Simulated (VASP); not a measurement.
# LiCl (Fm-3m) in VASP: G0W0 quasiparticle levels with HSE06

Aim: the G0W0 quasiparticle levels of LiCl with HSE06.

All numbers are computed with VASP 6.6.1; they aren't measurements. Logs are shortened: lines on timing, memory, paths and dates and some standing lists are left out, and cuts for length are marked.

## 1. The cell of the first run

The structure is cubic, space group Fm-3m (No. 225). Conventional cell: a = 5.112 Å, b = 5.112 Å, c = 5.112 Å, α = 90.00°, β = 90.00°, γ = 90.00°. Li (site symmetry m-3m) has 6 Cl at 2.56 Å within 3.4 Å. Cl (site symmetry m-3m) has 6 Li at 2.56 Å within 3.4 Å.

## 2. G0W0 quasiparticle levels, HSE06

Input file POSCAR:

```
LiCl
1.0
    0.0000000000      2.5560369945      2.5560369945
    2.5560369945      0.0000000000      2.5560369945
    2.5560369945      2.5560369945      0.0000000000
Li Cl
1 1
Direct
    0.0000000000      0.0000000000      0.0000000000
    0.5000000000      0.5000000000      0.5000000000
```

Input file INCAR.step1:

```
  ALGO = Normal
  EDIFF = 1E-5
  ENCUT = 500
  GGA = PE
  ISIF = 2
  ISMEAR = 0
  LASPH = T
  LCHARG = F
  LREAL = F
  LWAVE = T
  NELM = 60
  PREC = Accurate
  SIGMA = 0.02
```

Input file INCAR.step2:

```
  ALGO = Normal
  EDIFF = 1E-8
  ENCUT = 500
  GGA = PE
  HFSCREEN = 0.2
  ISMEAR = 0
  ISTART = 1
  LASPH = T
  LCHARG = F
  LHFCALC = T
  LREAL = F
  LWAVE = T
  NELM = 60
  PREC = Accurate
  PRECFOCK = Fast
  SIGMA = 0.01
```

Input file INCAR.step3:

```
  ALGO = Exact
  EDIFF = 1E-8
  ENCUT = 500
  GGA = PE
  HFSCREEN = 0.2
  ISMEAR = 0
  ISTART = 1
  LASPH = T
  LCHARG = F
  LHFCALC = T
  LOPTICS = T
  LREAL = F
  LWAVE = T
  NBANDS = 154
  NELM = 1
  PREC = Accurate
  PRECFOCK = Fast
  SIGMA = 0.01
```

Input file INCAR.step4:

```
  ALGO = EVGW0
  EDIFF = 1E-8
  ENCUT = 500
  ENCUTGW = 100.0
  GGA = PE
  HFSCREEN = 0.2
  ISMEAR = 0
  ISTART = 1
  LASPH = T
  LCHARG = F
  LHFCALC = T
  LREAL = F
  LWAVE = F
  NBANDS = 154
  NBANDSGW = 12
  NELMGW = 1
  NOMEGA = 96
  OMEGAMAX = 20
  PREC = Accurate
  PRECFOCK = Fast
  SIGMA = 0.01
```

Input file KPOINTS:

```
k-points
0
Gamma
  4 4 4
```

Potentials or basis: VASP PAW PBE potentials, release 64 (Li_GW, Cl_GW).

Run with:

```
$ cat potpaw_PBE.64/Li_GW/POTCAR potpaw_PBE.64/Cl_GW/POTCAR > POTCAR
$ cp INCAR.step1 INCAR
$ mpirun -np 1 vasp_std > vasp.out
$ cp INCAR.step2 INCAR
$ mpirun -np 1 vasp_std > vasp.out
$ cp INCAR.step3 INCAR
$ mpirun -np 1 vasp_std > vasp.out
$ cp INCAR.step4 INCAR
$ mpirun -np 1 vasp_std > vasp.out
```

OUTCAR:

```text
EDIFF = 1E-8
   ENCUT = 500
   ENCUTGW = 100.0
   GGA = PE
   HFSCREEN = 0.2
   ISMEAR = 0
   ISTART = 1
   LASPH = T
   LHFCALC = T
   LREAL = F
   NELMGW = 1
   PREC = Accurate
   PRECFOCK = Fast

 ion  position               nearest neighbor table
   1  0.000  0.000  0.000-   2 2.56   2 2.56   2 2.56   2 2.56   2 2.56   2 2.56
   2  0.500  0.500  0.500-   1 2.56   1 2.56   1 2.56   1 2.56   1 2.56   1 2.56

  LATTYP: Found a face centered cubic cell.
 ALAT       =     5.1120739890

  Lattice vectors:

 A1 = (   0.0000000000,   2.5560369945,   2.5560369945)
 A2 = (   2.5560369945,   0.0000000000,   2.5560369945)
 A3 = (   2.5560369945,   2.5560369945,   0.0000000000)

Analysis of symmetry for initial positions (statically):
=====================================================================
 Subroutine PRICEL returns:
 Original cell was already a primitive cell.

 Routine SETGRP: Setting up the symmetry group for a
 face centered cubic supercell.

 Subroutine GETGRP returns: Found 48 space group operations
 (whereof 48 operations were pure point group operations)
 out of a pool of 48 trial point group operations.

The static configuration has the point symmetry O_h .

Analysis of symmetry for dynamics (positions and initial velocities):
=====================================================================
 Subroutine PRICEL returns:
 Original cell was already a primitive cell.

 Routine SETGRP: Setting up the symmetry group for a
 face centered cubic supercell.

 Subroutine GETGRP returns: Found 48 space group operations
 (whereof 48 operations were pure point group operations)
 out of a pool of 48 trial point group operations.

The dynamic configuration has the point symmetry O_h .

 Subroutine INISYM returns: Found 48 space group operations
 (whereof 48 operations are pure point group operations),
 and found     1 'primitive' translations

----------------------------------------------------------------------------------------

                                     Primitive cell

  volume of cell :      33.3988

  direct lattice vectors                    reciprocal lattice vectors
     0.000000000  2.556036994  2.556036994    -0.195615322  0.195615322  0.195615322
     2.556036994  0.000000000  2.556036994     0.195615322 -0.195615322  0.195615322
     2.556036994  2.556036994  0.000000000     0.195615322  0.195615322 -0.195615322

  length of vectors
     3.614782184  3.614782184  3.614782184     0.338815677  0.338815677  0.338815677

  position of ions in fractional coordinates (direct lattice)
     0.000000000  0.000000000  0.000000000
     0.500000000  0.500000000  0.500000000

  ion indices of the primitive-cell ions
   primitive index   ion index
                 1           1
                 2           2

----------------------------------------------------------------------------------------

 KPOINTS: k-points

Automatic generation of k-mesh.
 Grid dimensions read from file:
 generate k-points for:    4    4    4

 Generating k-lattice:

  Cartesian coordinates                     Fractional coordinates (reciprocal lattice)
    -0.048903831  0.048903831  0.048903831     0.250000000  0.000000000  0.000000000
     0.048903831 -0.048903831  0.048903831     0.000000000  0.250000000  0.000000000
     0.048903831  0.048903831 -0.048903831     0.000000000  0.000000000  0.250000000

  Length of vectors
     0.084703919  0.084703919  0.084703919

  Shift w.r.t. Gamma in fractional coordinates (k-lattice)
     0.000000000  0.000000000  0.000000000

 Subroutine IBZKPT returns following result:
 ===========================================

 Found      8 irreducible k-points:

 Following reciprocal coordinates:
            Coordinates               Weight
  0.000000  0.000000  0.000000      1.000000
  0.250000  0.000000  0.000000      8.000000
  0.500000  0.000000  0.000000      4.000000
  0.250000  0.250000  0.000000      6.000000
  0.500000  0.250000  0.000000     24.000000
 -0.250000  0.250000  0.000000     12.000000
  0.500000  0.500000  0.000000      3.000000
 -0.250000  0.500000  0.250000      6.000000
   k-points           NKPTS =      8   k-points in BZ     NKDIM =     64   number of bands    NBANDS=    154
   number of dos      NEDOS =    301   number of ions     NIONS =      2
   total plane-waves  NPLWV =  21952
   dimension x,y,z NGX =    28 NGY =   28 NGZ =   28
   dimension x,y,z NGXF=    56 NGYF=   56 NGZF=   56
   ions per type =               1   1
   NGX,Y,Z   is equivalent  to a cutoff of  12.88, 12.88, 12.88 a.u.
   NGXF,Y,Z  is equivalent  to a cutoff of  25.75, 25.75, 25.75 a.u.
 SYSTEM =  unknown system
   PREC   = accura    normal or accurate (medium, high low for compatibility)
   ISTART =      1    job   : 0-new  1-cont  2-samecut
   ICHARG =      0    charge: 1-file 2-atom 10-const
   ISPIN  =      1    spin polarized calculation?
   LNONCOLLINEAR =      F non collinear calculations
   LSORBIT =      F    spin-orbit coupling
   LASPH  =      T    aspherical Exc in radial PAW
   ENCUT  =  500.0 eV  36.75 Ry    6.06 a.u.   6.59  6.59  6.59*2*pi/ulx,y,z
   NELM   =     60;   NELMIN=  2; NELMDL=  0     # of ELM steps
   EDIFF  = 0.1E-07   stopping-criterion for ELM
   LREAL  =      F    real-space projection
   EDIFFG = 0.1E-06   stopping-criterion for IOM
   NSW    =      0    number of steps for IOM
   IBRION =     -1    ionic relax: 0-MD 1-quasi-New 2-CG
   NFREE  =      0    steps in history (QN), initial steepest desc. (CG)
   ISIF   =      0    stress and relaxation
   ISYM   =      3    0-nonsym 1-usesym 2-fastsym
   POTIM  = 0.5000    time-step for ionic-motion
   TEBEG  =    0.0;   TEEND  =   0.0 temperature during run
   PSTRESS=    0.0 pullay stress
   NELECT =       8.0000    total number of electrons
   NUPDOWN=      -1.0000    fix difference up-down
   EMIN   =  10.00;   EMAX   =-10.00  energy-range for DOS
   EFERMI =   0.00;   METHOD = LEGACY
   ISMEAR =     0;   SIGMA  =   0.01  broadening in eV -4-tet -1-fermi 0-gaus
   EFERMI_NEDOS =   21; number of points for ismear=-14 and -15
   IALGO  =     38    algorithm
   IMIX   =      1    mixing-type and parameters
     AMIX     =   0.40;   BMIX     =  1.00
     AMIX_MAG =   1.60;   BMIX_MAG =  1.00
  volume/ion in A,a.u.               =      16.70       112.69
  Fermi-wavevector in a.u.,A,eV,Ry     =   1.016704  1.921291 14.064155  1.033686
  Thomas-Fermi vector in A             =   2.150062
   LORBIT       =      0    0 simple, 1 ext, 2 COOP (PROOUT), +10 PAW based schemes
   GGA     = PE    functional components
   LHFCALC =     T    Hartree Fock is set to
   PRECFOCK=fast      Normal, Fast or Accurate (Low or Medium for compatibility)
   ENCUT4O =  -1.0   cutoff for four orbital integrals eV
   NKREDX  =     1    reduce k-point grid by
   NKREDY  =     1    reduce k-point grid by
   NKREDZ  =     1    reduce k-point grid by
   AEXX    =    1.0000 exact exchange contribution
   HFSCREEN=    0.0000 screening length (either q_TF or 0.3 A-1)
   HFSCREENC=   0.2000 screening length for correlation (either q_TF or 0.3 A-1)
   ENCUTFOCK=  -1.0 apply spherical cutoff to Coloumb kernel
   IVDW    =     0    specifies the selected vdW correction
   LEPSILON=     F    determine dielectric tensor
   LRPA    =     F    only Hartree local field effects (RPA)
   LRPAFORCE           =     F    calculate RPA forces
   ENCUTGW             = 100.0    cutoff for response function in eV
   ENCUTGWSOFT         =  80.0    soft cutoff for Coulomb kernel in GW response function in eV
   ENCUTLF             =  -1.0    cutoff for local field effects
   NELMGW              =     1    number of iterations in solving QP/BSE equation
   NELMHF              =     1    number of iterations in the inner HF iteration
   NKREDLFX            =     1    NKREDLFY  =   1   NKREDLFZ  =   1
 non-spin polarized calculation
 Gauss-broadening in eV      SIGMA  =   0.01
  energy-cutoff  :      500.00
  volume of cell :       33.40
 maximum number of plane-waves:       869
 NGX is ok and might be reduce to    28
  NGX = 16; NGY = 16; NGZ = 16
 maximum number of plane-waves:        84
 NGX is ok and might be reduce to    14

 QP shifts <psi_nk| G(iteration)W_0 |psi_nk>: iteration 1
 for sc-GW calculations column KS-energies equals QP-energies in previous step
 and V_xc(KS)=  KS-energies - (<T + V_ion + V_H > + <T+V_H+V_ion>^1  + <V_x>^1)

 k-point   1 :       0.0000    0.0000    0.0000
  band No.  KS-energies  QP-energies   sigma(KS)   V_xc(KS)     V^pw_x(r,r')   Z            occupation Imag(sigma)

      1     -16.5690     -16.3085     -16.6852     -17.0059     -24.1328       0.8122       2.0000       1.5208
      2      -1.8568      -2.8629     -16.9568     -15.7422     -19.0084       0.8282       2.0000       0.0298
      3      -1.8568      -2.8629     -16.9568     -15.7422     -19.0084       0.8282       2.0000       0.0298
      4      -1.8568      -2.8629     -16.9568     -15.7422     -19.0084       0.8282       2.0000       0.0298
      5       5.9413       6.5827      -7.3638      -8.1128      -4.0052       0.8564       0.0000      -0.0361
      6      11.5503      12.4209      -7.7823      -8.8044      -4.1619       0.8518       0.0000      -0.0461
      7      11.5503      12.4209      -7.7823      -8.8044      -4.1619       0.8518       0.0000      -0.0461
      8      11.5503      12.4209      -7.7823      -8.8044      -4.1619       0.8518       0.0000      -0.0461
      9      14.3290      15.4183      -8.8021     -10.1015      -4.8080       0.8384       0.0000      -0.0590
     10      14.3290      15.4183      -8.8021     -10.1015      -4.8080       0.8384       0.0000      -0.0590
     11      14.4705      15.2026      -5.5525      -6.4388      -1.3912       0.8261       0.0000      -0.0755
     12      14.4705      15.2026      -5.5525      -6.4388      -1.3912       0.8261       0.0000      -0.0755

 k-point   2 :       0.2500    0.0000    0.0000
  band No.  KS-energies  QP-energies   sigma(KS)   V_xc(KS)     V^pw_x(r,r')   Z            occupation Imag(sigma)
[... 97 lines left out ...]
      1     -15.6610     -15.2114     -17.1023     -17.7022     -24.6000       0.7494       2.0000       1.1613
      2      -4.1697      -5.3556     -15.3877     -13.9302     -17.7031       0.8137       2.0000       0.0439
      3      -4.1697      -5.3556     -15.3877     -13.9302     -17.7031       0.8137       2.0000       0.0439
      4      -3.0199      -4.1381     -16.1596     -14.8025     -18.3282       0.8240       2.0000       0.0330
      5       9.1964      10.0917      -7.6348      -8.6872      -4.1882       0.8508       0.0000      -0.0418
      6       9.8677      10.7416      -6.6133      -7.6359      -3.0111       0.8546       0.0000      -0.0447
      7      10.1196      10.9469      -8.1974      -9.1755      -4.6246       0.8458       0.0000      -0.0446
      8      10.1196      10.9469      -8.1974      -9.1755      -4.6246       0.8458       0.0000      -0.0446
      9      15.9000      16.6806      -7.0829      -8.0452      -2.7462       0.8112       0.0000      -0.0897
     10      15.9000      16.6806      -7.0829      -8.0452      -2.7462       0.8112       0.0000      -0.0897
     11      18.3318      19.5026     -10.1883     -11.6662      -5.4029       0.7922       0.0000      -0.1152
     12      19.1853      19.9777      -9.1999     -10.2018      -4.2584       0.7909       0.0000      -0.2375
```

Run time: 4.7 min. Hardware: 1 thread of Intel Xeon 6975P-C (Granite Rapids), shared host; peak memory 0.49 GiB.

Results:

* Quasiparticle gap: 9.45 eV
* Least direct quasiparticle gap: 9.45 eV
* Band gap of the starting levels on the mesh: 7.80 eV
* Least direct gap of the starting levels on the mesh: 7.80 eV

Caveat: the k points lie up to 0.53 Å⁻¹ apart; bands, screening cutoff and mesh are small and nothing is extrapolated, so the quasiparticle values aren't converged.
